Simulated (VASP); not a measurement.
The system is Ge2TeS.

```xyz
4
Lattice="2.0187 1.1655 6.5325 -2.0187 1.1655 6.5325 0.0000 -2.3310 6.5325" Properties=species:S:1:pos:R:3 pbc="T T T"
S     2.0187    1.1655    6.5325
Te    0.0000    0.0000    9.7987
Ge    0.0000    0.0000    5.0691
Ge    0.0000    0.0000   14.5283
```

Base run:

| Item | Value |
| --- | --- |
| Program | VASP 6.6.1 |
| Functional | r2SCAN |
| Potentials or basis | VASP PAW PBE potentials, release 64 (S, Te, Ge_d) |
| Cutoff | 520 eV |
| k mesh | 8 × 8 × 8 |
| Occupations | gaussian, width 0.01 eV |
| Spin | no spin polarisation |

Its results: band gap on the k mesh 0.28 eV; pressure -0.2 GPa.

Task: The run is repeated on the same cell with these changes: functional from r2SCAN to PBE; further incar settings from ALGO = Normal; EDIFF = 1e-07; NBANDS = 28 to ALGO = Normal; EDIFF = 1e-06; NBANDS = 28. What comes out?

Result: Band gap on the k mesh 0.22 eV; pressure 1.0 GPa.

Caveats: spin-orbit coupling is left out, which moves the levels of the heavy elements; the PAW data sets were made with another functional, which shifts forces and pressure a little (at least some runs).

A k mesh can miss the band edges.
